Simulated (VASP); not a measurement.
# TaAl3O (P4mm) in VASP: single point with PBE

Aim: the single point of TaAl3O with PBE.

All numbers are computed with VASP 6.6.1; they aren't measurements. Logs are shortened: lines on timing, memory, paths and dates and some standing lists are left out, and cuts for length are marked.

## Step 1: The cell of the first run

The structure is tetragonal, space group P4mm (No. 99). Conventional cell: a = 4.469 Å, b = 4.469 Å, c = 3.504 Å, α = 90.00°, β = 90.00°, γ = 90.00°. Within 3.3 Å of Ta (site symmetry 4mm) lie 8 Al at 2.47 to 3.17 Å. Within 1.8 Å of Al (site symmetry 4mm) lie 1 O at 1.36 Å. Within 3.0 Å of Al (site symmetry 2mm) lie 2 O at 2.24 Å and 2 Ta at 2.47 Å and 2 Al at 2.55 Å. O (site symmetry 4mm) has 1 Al at 1.36 Å within 1.8 Å.

## Step 2: Single point, PBE

The input, INCAR:

```
PREC = Accurate ; ENCUT = 520
EDIFF = 1E-6 ; ISMEAR = 0
SIGMA = 0.1 ; LREAL = F
LASPH = T ; NELM = 60
ALGO = Normal ; ISIF = 2
LWAVE = F ; LCHARG = F
GGA = PE ; NBANDS = 21
```

The input, KPOINTS:

```
regular mesh
0
Gamma
  4 4 6
```

The input, POSCAR:

```
TaAl3O
1.0
    4.4691631300      0.0000000000      0.0000000000
    0.0000000000      4.4691631300      0.0000000000
    0.0000000000      0.0000000000      3.5035309300
Ta Al O
1 3 1
Direct
    0.5000000000      0.5000000000      0.2640334000
    0.0000000000      0.0000000000      0.2124865900
    0.5000000000      0.0000000000      0.5639795900
    0.0000000000      0.5000000000      0.5639795900
    0.0000000000      0.0000000000      0.6012163100
```

Potentials or basis: VASP PAW PBE potentials, release 64 (Ta_pv, Al, O).

The run is started by

```sh
cat potpaw_PBE.64/Ta_pv/POTCAR potpaw_PBE.64/Al/POTCAR potpaw_PBE.64/O/POTCAR > POTCAR
mpirun -np 1 vasp_std > vasp.out
```

OUTCAR:

```text
PREC = Accurate
   ENCUT = 520
   EDIFF = 1E-6
   ISMEAR = 0
   LREAL = F
   LASPH = T
   NELM = 60
   ISIF = 2
   GGA = PE

 ion  position               nearest neighbor table
   1  0.500  0.500  0.264-   3 2.47   4 2.47   3 2.47   4 2.47   2 3.17   2 3.17   2 3.17   2 3.17
                             3 3.32   4 3.32   4 3.32   3 3.32
   2  0.000  0.000  0.212-   5 1.36   5 2.14   3 2.55   4 2.55   4 2.55   3 2.55   1 3.17   1 3.17
                             1 3.17   1 3.17   4 3.19   3 3.19   3 3.19   4 3.19
   3  0.500  0.000  0.564-   5 2.24   5 2.24   1 2.47   1 2.47   2 2.55   2 2.55   4 3.16   4 3.16
                             4 3.16   4 3.16   2 3.19   2 3.19   1 3.32   1 3.32
   4  0.000  0.500  0.564-   5 2.24   5 2.24   1 2.47   1 2.47   2 2.55   2 2.55   3 3.16   3 3.16
                             3 3.16   3 3.16   2 3.19   2 3.19   1 3.32   1 3.32
   5  0.000  0.000  0.601-   2 1.36   2 2.14   3 2.24   4 2.24   4 2.24   3 2.24

  LATTYP: Found a simple tetragonal cell.
 ALAT       =     4.4691631300
 C/A-ratio  =     0.7839344477

  Lattice vectors:

 A1 = (   4.4691631300,   0.0000000000,   0.0000000000)
 A2 = (   0.0000000000,   4.4691631300,   0.0000000000)
 A3 = (   0.0000000000,   0.0000000000,   3.5035309300)

Analysis of symmetry for initial positions (statically):
=====================================================================
 Subroutine PRICEL returns:
 Original cell was already a primitive cell.

 Routine SETGRP: Setting up the symmetry group for a
 simple tetragonal supercell.

 Subroutine GETGRP returns: Found  8 space group operations
 (whereof  8 operations were pure point group operations)
 out of a pool of 16 trial point group operations.

The static configuration has the point symmetry C_4v.

Analysis of symmetry for dynamics (positions and initial velocities):
=====================================================================
 Subroutine PRICEL returns:
 Original cell was already a primitive cell.

 Routine SETGRP: Setting up the symmetry group for a
 simple tetragonal supercell.

 Subroutine GETGRP returns: Found  8 space group operations
 (whereof  8 operations were pure point group operations)
 out of a pool of 16 trial point group operations.

The dynamic configuration has the point symmetry C_4v.

 Subroutine INISYM returns: Found  8 space group operations
 (whereof  8 operations are pure point group operations),
 and found     1 'primitive' translations

----------------------------------------------------------------------------------------

                                     Primitive cell

  volume of cell :      69.9775

  direct lattice vectors                    reciprocal lattice vectors
     4.469163130  0.000000000  0.000000000     0.223755538  0.000000000  0.000000000
     0.000000000  4.469163130  0.000000000     0.000000000  0.223755538  0.000000000
     0.000000000  0.000000000  3.503530930     0.000000000  0.000000000  0.285426337

  length of vectors
     4.469163130  4.469163130  3.503530930     0.223755538  0.223755538  0.285426337

  position of ions in fractional coordinates (direct lattice)
     0.500000000  0.500000000  0.264033400
     0.000000000  0.000000000  0.212486590
     0.500000000  0.000000000  0.563979590
     0.000000000  0.500000000  0.563979590
     0.000000000  0.000000000  0.601216310

  ion indices of the primitive-cell ions
   primitive index   ion index
                 1           1
                 2           2
                 3           3
                 4           4
                 5           5

----------------------------------------------------------------------------------------

 KPOINTS: regular mesh

Automatic generation of k-mesh.
 Grid dimensions read from file:
 generate k-points for:    4    4    6

 Generating k-lattice:

  Cartesian coordinates                     Fractional coordinates (reciprocal lattice)
     0.055938884  0.000000000  0.000000000     0.250000000  0.000000000  0.000000000
     0.000000000  0.055938884  0.000000000     0.000000000  0.250000000  0.000000000
     0.000000000  0.000000000  0.047571056     0.000000000  0.000000000  0.166666667

  Length of vectors
     0.055938884  0.055938884  0.047571056

  Shift w.r.t. Gamma in fractional coordinates (k-lattice)
     0.000000000  0.000000000  0.000000000

 Subroutine IBZKPT returns following result:
 ===========================================

 Found     24 irreducible k-points:

 Following reciprocal coordinates:
            Coordinates               Weight
  0.000000  0.000000  0.000000      1.000000
  0.250000  0.000000  0.000000      4.000000
  0.500000  0.000000  0.000000      2.000000
  0.250000  0.250000  0.000000      4.000000
  0.500000  0.250000  0.000000      4.000000
  0.500000  0.500000  0.000000      1.000000
[... 16 lines left out ...]
  0.500000  0.250000  0.500000      4.000000
  0.500000  0.500000  0.500000      1.000000
   k-points           NKPTS =     24   k-points in BZ     NKDIM =     24   number of bands    NBANDS=     21
   number of dos      NEDOS =    301   number of ions     NIONS =      5
   total plane-waves  NPLWV =  36288
   dimension x,y,z NGX =    36 NGY =   36 NGZ =   28
   dimension x,y,z NGXF=    72 NGYF=   72 NGZF=   56
   ions per type =               1   3   1
   NGX,Y,Z   is equivalent  to a cutoff of  13.39, 13.39, 13.29 a.u.
   NGXF,Y,Z  is equivalent  to a cutoff of  26.78, 26.78, 26.57 a.u.
 SYSTEM =  unknown system
   PREC   = accura    normal or accurate (medium, high low for compatibility)
   ISTART =      0    job   : 0-new  1-cont  2-samecut
   ICHARG =      2    charge: 1-file 2-atom 10-const
   ISPIN  =      1    spin polarized calculation?
   LNONCOLLINEAR =      F non collinear calculations
   LSORBIT =      F    spin-orbit coupling
   LASPH  =      T    aspherical Exc in radial PAW
   ENCUT  =  520.0 eV  38.22 Ry    6.18 a.u.   8.31  8.31  6.51*2*pi/ulx,y,z
   NELM   =     60;   NELMIN=  2; NELMDL= -5     # of ELM steps
   EDIFF  = 0.1E-05   stopping-criterion for ELM
   LREAL  =      F    real-space projection
   EDIFFG = 0.1E-04   stopping-criterion for IOM
   NSW    =      0    number of steps for IOM
   IBRION =     -1    ionic relax: 0-MD 1-quasi-New 2-CG
   NFREE  =      0    steps in history (QN), initial steepest desc. (CG)
   ISIF   =      2    stress and relaxation
   ISYM   =      2    0-nonsym 1-usesym 2-fastsym
   POTIM  = 0.5000    time-step for ionic-motion
   TEBEG  =    0.0;   TEEND  =   0.0 temperature during run
   PSTRESS=    0.0 pullay stress
   NELECT =      26.0000    total number of electrons
   NUPDOWN=      -1.0000    fix difference up-down
   EMIN   =  10.00;   EMAX   =-10.00  energy-range for DOS
   EFERMI =   0.00;   METHOD = LEGACY
   ISMEAR =     0;   SIGMA  =   0.10  broadening in eV -4-tet -1-fermi 0-gaus
   EFERMI_NEDOS =   21; number of points for ismear=-14 and -15
   IALGO  =     38    algorithm
   IMIX   =      4    mixing-type and parameters
     AMIX     =   0.40;   BMIX     =  1.00
     AMIX_MAG =   1.60;   BMIX_MAG =  1.00
  volume/ion in A,a.u.               =      14.00        94.45
  Fermi-wavevector in a.u.,A,eV,Ry     =   1.176919  2.224054 18.845944  1.385138
  Thomas-Fermi vector in A             =   2.313274
   LORBIT       =      0    0 simple, 1 ext, 2 COOP (PROOUT), +10 PAW based schemes
   GGA     = PE    functional components
   LHFCALC =     F    Hartree Fock is set to
   AEXX    =    0.0000 exact exchange contribution
   IVDW    =     0    specifies the selected vdW correction
   LEPSILON=     F    determine dielectric tensor
   LRPA    =     F    only Hartree local field effects (RPA)
 non-spin polarized calculation
 Gauss-broadening in eV      SIGMA  =   0.10
  energy-cutoff  :      520.00
  volume of cell :       69.98
 maximum number of plane-waves:      1913
 NGX is ok and might be reduce to    36
   NGX = 17   NGY = 17   NGZ = 13

 number of electron      25.9999995 magnetization

 Free energy of the ion-electron system (eV)
  ---------------------------------------------------
  ext. energy  EPLUGINS =         0.00000000
  ---------------------------------------------------
  free energy    TOTEN  =       -24.20957029 eV

  energy without entropy =      -24.18794371  energy(sigma->0) =      -24.19875700

 E-fermi :   7.4423     XC(G=0): -11.0835

 val. band max:        7.4307696359   @ k =   0.0000   0.0000   0.1667
 cond. band min:       7.4525619695   @ k =   0.5000   0.5000   0.0000
 fundamental gap:      0.0217923335
 Fermi energy:         7.4423055596

 k-point     1 :       0.0000    0.0000    0.0000
  band No.  band energies     occupation
      1     -26.1383      2.00000
      2     -26.1383      2.00000
      3     -26.0392      2.00000
      4     -14.0788      2.00000
      5      -0.7770      2.00000
      6      -0.3018      2.00000
[... 13 lines left out ...]
     20      13.2036      0.00000
     21      14.3718      0.00000

 k-point     2 :       0.2500    0.0000    0.0000
  band No.  band energies     occupation
      1     -26.1439      2.00000
      2     -26.1380      2.00000
      3     -26.0386      2.00000
      4     -14.0566      2.00000
      5      -1.5812      2.00000
      6      -0.3299      2.00000
[... 13 lines left out ...]
     20      13.5256      0.00000
     21      14.7803      0.00000

 k-point     3 :       0.5000    0.0000    0.0000
  band No.  band energies     occupation
      1     -26.1495      2.00000
      2     -26.1377      2.00000
      3     -26.0380      2.00000
      4     -14.0344      2.00000
      5      -2.0002      2.00000
      6      -0.3581      2.00000
[... 13 lines left out ...]
     20      14.1819      0.00000
     21      14.4379      0.00000
[... 457 lines left out ...]
 k-point    23 :       0.5000    0.2500    0.5000
  band No.  band energies     occupation
      1     -26.1460      2.00000
      2     -26.1366      2.00000
      3     -26.1314      2.00000
      4     -13.7975      2.00000
      5      -1.1525      2.00000
      6      -0.8257      2.00000
[... 13 lines left out ...]
     20      12.6801      0.00000
     21      14.2456      0.00000

 k-point    24 :       0.5000    0.5000    0.5000
  band No.  band energies     occupation
      1     -26.1451      2.00000
      2     -26.1362      2.00000
      3     -26.1362      2.00000
      4     -13.7851      2.00000
      5      -1.0840      2.00000
      6      -0.7244      2.00000
[... 13 lines left out ...]
     20      13.0379      0.00000
     21      14.1729      0.00000

------------------------ aborting loop because EDIFF is reached ----------------------------------------

  FORCE on cell =-STRESS in cart. coord.  units (eV):
  Direction    XX          YY          ZZ          XY          YZ          ZX
  --------------------------------------------------------------------------------------
  -------------------------------------------------------------------------------------
  Total       10.5957529     10.5957529     32.2454188      0.0000000      0.0000000      0.0000000
  in kB      242.5962215    242.5962215    738.2785223      0.0000000      0.0000000      0.0000000
  external PRESSURE =     407.8236551 kB  Pullay stress =       0.0000000 kB

 VOLUME and BASIS-vectors are now :
 -----------------------------------------------------------------------------
  energy-cutoff  :      520.00
  volume of cell :       69.98
      direct lattice vectors                 reciprocal lattice vectors
     4.469163130  0.000000000  0.000000000     0.223755538  0.000000000  0.000000000
     0.000000000  4.469163130  0.000000000     0.000000000  0.223755538  0.000000000
     0.000000000  0.000000000  3.503530930     0.000000000  0.000000000  0.285426337

 POSITION                                       TOTAL-FORCE (eV/Angst)
 -----------------------------------------------------------------------------------
      2.23458      2.23458      0.92505        -0.000000      0.000000     -6.332006
      0.00000      0.00000      0.74445        -0.000000     -0.000000    -25.800999
      2.23458      0.00000      1.97592        -0.000000     -0.000000      3.384601
      0.00000      2.23458      1.97592         0.000000     -0.000000      3.384601
      0.00000      0.00000      2.10638        -0.000000     -0.000000     25.363804
 -----------------------------------------------------------------------------------
    total drift:                                0.000000      0.000000      0.000036

  FREE ENERGIE OF THE ION-ELECTRON SYSTEM (eV)
  ---------------------------------------------------
  free  energy   TOTEN  =       -24.2095702890 eV

  energy  without entropy=      -24.1879437123  energy(sigma->0) =      -24.19875700
```

Run time: 21 s. Hardware: 1 thread of AMD EPYC 9R45 (Zen 5), shared host; peak memory 0.17 GiB.

What came out:

```
Free energy            : -24.2096 eV
Pressure               : 40.8 GPa
Largest force          : 25.801 eV/Å
Band gap on the k mesh : zero (band 13 reaches 7.99 eV, above the bottom of band 14 at 7.09 eV)
```

Forces in eV/Å, atoms in the order of the input:
```
Ta    0.000   0.000  -6.332
Al    0.000   0.000 -25.801
Al    0.000   0.000   3.385
Al    0.000   0.000   3.385
O     0.000   0.000  25.364
```

Caveat: spin-orbit coupling is left out, which moves the levels of the heavy elements; forces of over 1 eV/Å act on the atoms, so gaps and moduli don't describe the material at rest.
